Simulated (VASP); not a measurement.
# TaW2 (P6_3/mmc) in VASP: a series of runs

Runs on TaW2. Level: PBE. Tasks: relaxation of cell and atoms, single point.

Program: VASP 6.6.1. These are calculated values, not measurements. Logs are shortened: lines on timing, memory, paths and dates and some standing lists are left out, and cuts for length are marked.

## Step 1: The cell of the first run

The structure is hexagonal, space group P6_3/mmc (No. 194). Conventional cell: a = 4.727 Å, b = 4.727 Å, c = 5.908 Å, α = 90.00°, β = 90.00°, γ = 120.00°. Ta (site symmetry -6m2) has 11 W at 2.73 to 3.10 Å within 3.6 Å. Within 3.9 Å of W (site symmetry -3m) lie 8 W at 2.95 to 3.10 Å and 6 Ta at 3.10 Å. Within 3.6 Å of W (site symmetry -6m2) lie 5 Ta at 2.73 to 2.95 Å and 6 W at 3.10 Å.

The cell was generated, and may not be a known phase.

## Step 2: Relaxation of cell and atoms, PBE

INCAR

```
SYSTEM = TaW2
PREC     = Accurate       ! precision mode
ENCUT    = 600            ! plane-wave cutoff, eV
EDIFF    = 1E-6           ! SCF threshold, eV
ISMEAR   = 0              ! smearing method
SIGMA    = 0.1            ! smearing width, eV
LREAL    = .False.        ! projectors in reciprocal space
LASPH    = .True.         ! aspherical terms in the spheres
NELM     = 80             ! most SCF steps
ALGO     = Fast           ! electronic algorithm
ISIF     = 3              ! what is computed and relaxed
LWAVE    = .False.        ! write WAVECAR
LCHARG   = .False.        ! write CHGCAR
GGA      = PE             ! functional
IBRION   = 2              ! ionic algorithm
NSW      = 90             ! ionic steps
EDIFFG   = -0.04          ! ionic threshold
```

KPOINTS

```
Automatic mesh
0
Gamma
  6 6 4
  0 0 0
```

POSCAR

```
TaW2
1.0
    4.7274245200      0.0000000000      0.0000000000
   -2.3637122600      4.0940697300      0.0000000000
    0.0000000000      0.0000000000      5.9078369900
Ta W
2 4
Direct
    0.3333333300      0.6666666700      0.2500000000
    0.6666666700      0.3333333300      0.7500000000
    0.0000000000      0.0000000000      0.0000000000
    0.0000000000      0.0000000000      0.5000000000
    0.3333333300      0.6666666700      0.7500000000
    0.6666666700      0.3333333300      0.2500000000
```

Potentials or basis: VASP PAW PBE potentials, release 64 (Ta_pv, W_sv).

On the command line:

```
cat potpaw_PBE.64/Ta_pv/POTCAR potpaw_PBE.64/W_sv/POTCAR > POTCAR
mpirun -np 1 vasp_std > vasp.out
```

OUTCAR:

```text
SYSTEM = TaW2
   PREC = Accurate
   ENCUT = 600
   EDIFF = 1E-6
   ISMEAR = 0
   LREAL = .False.
   LASPH = .True.
   NELM = 80
   ISIF = 3
   GGA = PE
   IBRION = 2
   NSW = 90
   EDIFFG = -0.04

 ion  position               nearest neighbor table
   1  0.333  0.667  0.250-   6 2.73   6 2.73   6 2.73   5 2.95   5 2.95   3 3.10   4 3.10   4 3.10
                             3 3.10   4 3.10   3 3.10
   2  0.667  0.333  0.750-   5 2.73   5 2.73   5 2.73   6 2.95   6 2.95   3 3.10   4 3.10   3 3.10
                             4 3.10   3 3.10   4 3.10
   3  0.000  0.000  0.000-   4 2.95   4 2.95   1 3.10   5 3.10   6 3.10   2 3.10   2 3.10   6 3.10
                             1 3.10   5 3.10   2 3.10   6 3.10   1 3.10   5 3.10
   4  0.000  0.000  0.500-   3 2.95   3 2.95   1 3.10   5 3.10   6 3.10   2 3.10   2 3.10   6 3.10
                             1 3.10   5 3.10   2 3.10   6 3.10   1 3.10   5 3.10
   5  0.333  0.667  0.750-   2 2.73   2 2.73   2 2.73   1 2.95   1 2.95   3 3.10   4 3.10   4 3.10
                             3 3.10   4 3.10   3 3.10
   6  0.667  0.333  0.250-   1 2.73   1 2.73   1 2.73   2 2.95   2 2.95   3 3.10   4 3.10   3 3.10
                             4 3.10   3 3.10   4 3.10

  LATTYP: Found a hexagonal cell.
 ALAT       =     4.7274245200
 C/A-ratio  =     1.2496946202

  Lattice vectors:

 A1 = (   4.7274245200,   0.0000000000,   0.0000000000)
 A2 = (  -2.3637122600,   4.0940697300,   0.0000000000)
 A3 = (   0.0000000000,   0.0000000000,   5.9078369900)

Analysis of symmetry for initial positions (statically):
=====================================================================
 Subroutine PRICEL returns:
 Original cell was already a primitive cell.

 Routine SETGRP: Setting up the symmetry group for a
 hexagonal supercell.

 Subroutine GETGRP returns: Found 24 space group operations
 (whereof 12 operations were pure point group operations)
 out of a pool of 24 trial point group operations.

The static configuration has the point symmetry D_3d.
 The point group associated with its full space group is D_6h.

Analysis of symmetry for dynamics (positions and initial velocities):
=====================================================================
 Subroutine PRICEL returns:
 Original cell was already a primitive cell.

 Routine SETGRP: Setting up the symmetry group for a
 hexagonal supercell.

 Subroutine GETGRP returns: Found 24 space group operations
 (whereof 12 operations were pure point group operations)
 out of a pool of 24 trial point group operations.

The dynamic configuration has the point symmetry D_3d.
 The point group associated with its full space group is D_6h.

 Subroutine INISYM returns: Found 24 space group operations
 (whereof 12 operations are pure point group operations),
 and found     1 'primitive' translations

----------------------------------------------------------------------------------------

                                     Primitive cell

  volume of cell :     114.3427

  direct lattice vectors                    reciprocal lattice vectors
     4.727424520  0.000000000  0.000000000     0.211531669  0.122127866  0.000000000
    -2.363712260  4.094069730  0.000000000     0.000000000  0.244255732  0.000000000
     0.000000000  0.000000000  5.907836990     0.000000000  0.000000000  0.169266688

  length of vectors
     4.727424520  4.727424521  5.907836990     0.244255732  0.244255732  0.169266688

  position of ions in fractional coordinates (direct lattice)
     0.333333330  0.666666670  0.250000000
     0.666666670  0.333333330  0.750000000
     0.000000000  0.000000000  0.000000000
     0.000000000  0.000000000  0.500000000
     0.333333330  0.666666670  0.750000000
     0.666666670  0.333333330  0.250000000

  ion indices of the primitive-cell ions
   primitive index   ion index
                 1           1
                 2           2
                 3           3
                 4           4
                 5           5
                 6           6

----------------------------------------------------------------------------------------

 KPOINTS: Automatic mesh

Automatic generation of k-mesh.
 Grid dimensions read from file:
 generate k-points for:    6    6    4

 Generating k-lattice:

  Cartesian coordinates                     Fractional coordinates (reciprocal lattice)
     0.035255278  0.020354644  0.000000000     0.166666667  0.000000000  0.000000000
     0.000000000  0.040709289  0.000000000     0.000000000  0.166666667  0.000000000
     0.000000000  0.000000000  0.042316672     0.000000000  0.000000000  0.250000000

  Length of vectors
     0.040709289  0.040709289  0.042316672

  Shift w.r.t. Gamma in fractional coordinates (k-lattice)
     0.000000000  0.000000000  0.000000000

 Subroutine IBZKPT returns following result:
 ===========================================

 Found     21 irreducible k-points:

 Following reciprocal coordinates:
            Coordinates               Weight
  0.000000  0.000000  0.000000      1.000000
  0.166667  0.000000  0.000000      6.000000
  0.333333 -0.000000  0.000000      6.000000
  0.500000 -0.000000  0.000000      3.000000
  0.166667  0.166667  0.000000      6.000000
  0.333333  0.166667  0.000000     12.000000
[... 13 lines left out ...]
  0.333333  0.166667  0.500000     12.000000
  0.333333  0.333333  0.500000      2.000000
   k-points           NKPTS =     21   k-points in BZ     NKDIM =     21   number of bands    NBANDS=     46
   number of dos      NEDOS =    301   number of ions     NIONS =      6
   total plane-waves  NPLWV =  76800
   dimension x,y,z NGX =    40 NGY =   40 NGZ =   48
   dimension x,y,z NGXF=    80 NGYF=   80 NGZF=   96
   ions per type =               2   4
   NGX,Y,Z   is equivalent  to a cutoff of  14.07, 14.07, 13.51 a.u.
   NGXF,Y,Z  is equivalent  to a cutoff of  28.13, 28.13, 27.01 a.u.
 SYSTEM =  TaW2
   PREC   = accura    normal or accurate (medium, high low for compatibility)
   ISTART =      0    job   : 0-new  1-cont  2-samecut
   ICHARG =      2    charge: 1-file 2-atom 10-const
   ISPIN  =      1    spin polarized calculation?
   LNONCOLLINEAR =      F non collinear calculations
   LSORBIT =      F    spin-orbit coupling
   LASPH  =      T    aspherical Exc in radial PAW
   ENCUT  =  600.0 eV  44.10 Ry    6.64 a.u.   9.44  9.44 11.80*2*pi/ulx,y,z
   NELM   =     80;   NELMIN=  2; NELMDL= -5     # of ELM steps
   EDIFF  = 0.1E-05   stopping-criterion for ELM
   LREAL  =      F    real-space projection
   EDIFFG = -.4E-01   stopping-criterion for IOM
   NSW    =     90    number of steps for IOM
   IBRION =      2    ionic relax: 0-MD 1-quasi-New 2-CG
   NFREE  =      1    steps in history (QN), initial steepest desc. (CG)
   ISIF   =      3    stress and relaxation
   ISYM   =      2    0-nonsym 1-usesym 2-fastsym
   POTIM  = 0.5000    time-step for ionic-motion
   TEBEG  =    0.0;   TEEND  =   0.0 temperature during run
   PSTRESS=    0.0 pullay stress
   NELECT =      78.0000    total number of electrons
   NUPDOWN=      -1.0000    fix difference up-down
   EMIN   =  10.00;   EMAX   =-10.00  energy-range for DOS
   EFERMI =   0.00;   METHOD = LEGACY
   ISMEAR =     0;   SIGMA  =   0.10  broadening in eV -4-tet -1-fermi 0-gaus
   EFERMI_NEDOS =   21; number of points for ismear=-14 and -15
   IALGO  =     68    algorithm
   IMIX   =      4    mixing-type and parameters
     AMIX     =   0.40;   BMIX     =  1.00
     AMIX_MAG =   1.60;   BMIX_MAG =  1.00
  volume/ion in A,a.u.               =      19.06       128.60
  Fermi-wavevector in a.u.,A,eV,Ry     =   1.441131  2.723343 28.257392  2.076860
  Thomas-Fermi vector in A             =   2.559798
   LORBIT       =      0    0 simple, 1 ext, 2 COOP (PROOUT), +10 PAW based schemes
   GGA     = PE    functional components
   LHFCALC =     F    Hartree Fock is set to
   AEXX    =    0.0000 exact exchange contribution
   IVDW    =     0    specifies the selected vdW correction
   LEPSILON=     F    determine dielectric tensor
   LRPA    =     F    only Hartree local field effects (RPA)
 conjugate gradient relaxation of ions
 non-spin polarized calculation
 RMM-DIIS sequential band-by-band and
 Gauss-broadening in eV      SIGMA  =   0.10
  energy-cutoff  :      600.00
  volume of cell :      114.34
 maximum number of plane-waves:      3852
 NGX is ok and might be reduce to    40
   NGX = 19   NGY = 19   NGZ = 23

--------------------------------------- Ionic step        1  -------------------------------------------

 number of electron      78.0000011 magnetization

 Free energy of the ion-electron system (eV)
  ---------------------------------------------------
  ext. energy  EPLUGINS =         0.00000000
  ---------------------------------------------------
  free energy    TOTEN  =       -70.81806113 eV

  energy without entropy =      -70.74044721  energy(sigma->0) =      -70.77925417

------------------------ aborting loop because EDIFF is reached ----------------------------------------

  FORCE on cell =-STRESS in cart. coord.  units (eV):
  Direction    XX          YY          ZZ          XY          YZ          ZX
  --------------------------------------------------------------------------------------
  -------------------------------------------------------------------------------------
  Total       -6.8419720     -6.8419720    -27.7729695     -0.0000000      0.0000000      0.0000000
  in kB      -95.8701778    -95.8701779   -389.1567402     -0.0000000      0.0000000      0.0000000
  external PRESSURE =    -193.6323653 kB  Pullay stress =       0.0000000 kB
[... 27 lines left out ...]
--------------------------------------- Ionic step        2  -------------------------------------------

 number of electron      77.9999999 magnetization

 E-fermi :  12.5012     XC(G=0): -14.5264

 val. band max:       12.4725117606   @ k =   0.5000  -0.0000   0.2500
 cond. band min:      12.5016613212   @ k =   0.1667   0.1667   0.0000
 fundamental gap:      0.0291495606
 Fermi energy:        12.5011724206

 k-point     1 :       0.0000    0.0000    0.0000
  band No.  band energies     occupation
      1     -61.5342      2.00000
      2     -61.0862      2.00000
      3     -61.0810      2.00000
      4     -61.0662      2.00000
      5     -27.8783      2.00000
      6     -26.8008      2.00000
[... 1091 lines left out ...]
  FREE ENERGIE OF THE ION-ELECTRON SYSTEM (eV)
  ---------------------------------------------------
  free  energy   TOTEN  =       -72.4288777296 eV

  energy  without entropy=      -72.3777525794  energy(sigma->0) =      -72.40331515

[... ionic steps 4 to 8 ...]

--------------------------------------- Ionic step        9  -------------------------------------------

 number of electron      78.0000004 magnetization

------------------------ aborting loop because EDIFF is reached ----------------------------------------
[... 75 lines left out ...]
--------------------------------------- Ionic step       11  -------------------------------------------

 number of electron      78.0000001 magnetization

 Free energy of the ion-electron system (eV)
  ---------------------------------------------------
  ext. energy  EPLUGINS =         0.00000000
  ---------------------------------------------------
  free energy    TOTEN  =       -72.84125452 eV

  energy without entropy =      -72.79686971  energy(sigma->0) =      -72.81906211

 E-fermi :   8.9164     XC(G=0): -13.0612

 val. band max:        8.9025873205   @ k =   0.1667   0.0000   0.5000
 cond. band min:       8.9541859912   @ k =   0.1667   0.0000   0.0000
 fundamental gap:      0.0515986707
 Fermi energy:         8.9163593798

 k-point     1 :       0.0000    0.0000    0.0000
  band No.  band energies     occupation
      1     -65.0835      2.00000
      2     -64.9860      2.00000
      3     -64.9051      2.00000
      4     -64.9035      2.00000
      5     -29.8381      2.00000
      6     -29.3966      2.00000
[... 1051 lines left out ...]
  FREE ENERGIE OF THE ION-ELECTRON SYSTEM (eV)
  ---------------------------------------------------
  free  energy   TOTEN  =       -72.8412545172 eV

  energy  without entropy=      -72.7968697099  energy(sigma->0) =      -72.81906211

 reached required accuracy - stopping structural energy minimisation
```

It took 15 min on 1 thread of AMD EPYC 9R45 (Zen 5), shared host; peak memory 0.31 GiB.

What came out:

```yaml
Free_energy: -72.8413 eV
Relaxed_volume: 17.18 Å³/atom
Relaxed_cell: a = 4.755 Å, b = 4.755 Å, c = 5.264 Å, α = 90.00°, β = 90.00°, γ = 120.00°
Space_group_after_relaxing_to_0.1_Å: P6_3/mmc (No. 194)
Pressure_after_relaxing: 0.0 GPa
Band_gap_on_the_k_mesh: zero (bands 39 and 40 overlap by 0.89 eV)
```

Final structure:
```xyz
6
Lattice="4.7554 0.0000 0.0000 -2.3777 4.1183 0.0000 0.0000 0.0000 5.2642" Properties=species:S:1:pos:R:3 pbc="T T T"
Ta    0.0000    2.7455    1.3160
Ta    2.3777    1.3728    3.9481
W     0.0000    0.0000    0.0000
W     0.0000    0.0000    2.6321
W     0.0000    2.7455    3.9481
W     2.3777    1.3728    1.3160
```

Caveat: spin-orbit coupling is left out, which moves the levels of the heavy elements.

## Step 3: Single point, PBE

This run uses another cell than the first one, of 17.16 Å³/atom.

INCAR

```
SYSTEM = TaW2
ALGO = Fast
EDIFF = 1E-7
ENCUT = 520
GGA = PE
ISIF = 2
ISMEAR = 0
LASPH = .TRUE.
LCHARG = .TRUE.
LELF = .TRUE.
LREAL = .FALSE.
LVHAR = .TRUE.
LWAVE = .FALSE.
NBANDS = 48
NELM = 80
PREC = Accurate
SIGMA = 0.1
```

KPOINTS

```
k-points
0
G
  12 12 8
  0 0 0
```

POSCAR

```
TaW2
1.0
    4.7647458256      0.0000000000      0.0000000000
   -2.3823729128      4.1263909276      0.0000000000
    0.0000000000      0.0000000000      5.2366345599
Ta W
2 4
Direct
    0.3333333333      0.6666666667      0.2500000000
    0.6666666667      0.3333333333      0.7500000000
    0.0000000000      0.0000000000      0.0000000000
    0.0000000000      0.0000000000      0.5000000000
    0.3333333333      0.6666666667      0.7500000000
    0.6666666667      0.3333333333      0.2500000000
```

Potentials or basis: VASP PAW PBE potentials, release 64 (Ta_pv, W_sv).

On the command line:

```
cat potpaw_PBE.64/Ta_pv/POTCAR potpaw_PBE.64/W_sv/POTCAR > POTCAR
mpirun -np 1 vasp_std > vasp.out
```

Run time: 5.9 min. Hardware: 1 thread of AMD EPYC 9R45 (Zen 5), shared host; peak memory 0.44 GiB.

It converged, with:

| Item | Value |
| --- | --- |
| Free energy | -72.9227 eV |
| Pressure | 0.3 GPa |
| Band gap on the k mesh | zero (bands 39 and 40 overlap by 0.97 eV) |

Stress tensor (GPa, compression positive):
```
0.22 0.00 0.00
0.00 0.22 0.00
0.00 0.00 0.61
```

Levels at points of the mesh, in eV from the Fermi level:
```tsv
k point	band 37	band 38	band 39	band 40	band 41	band 42
(0.00, 0.00, 0.00)	-0.81	-0.81	-0.07	-0.07	0.68	0.68
(0.50, 0.00, 0.00)	-1.54	-0.18	0.17	0.29	0.35	1.43
(0.00, 0.00, 0.50)	0.24	0.24	0.60	0.60	0.60	0.60
(0.50, 0.00, 0.50)	-1.30	-1.30	0.05	0.05	0.11	0.11
```

Caveat: spin-orbit coupling is left out, which moves the levels of the heavy elements.

The gap in the log of VASP goes by the Fermi energy; the results here count the filled bands.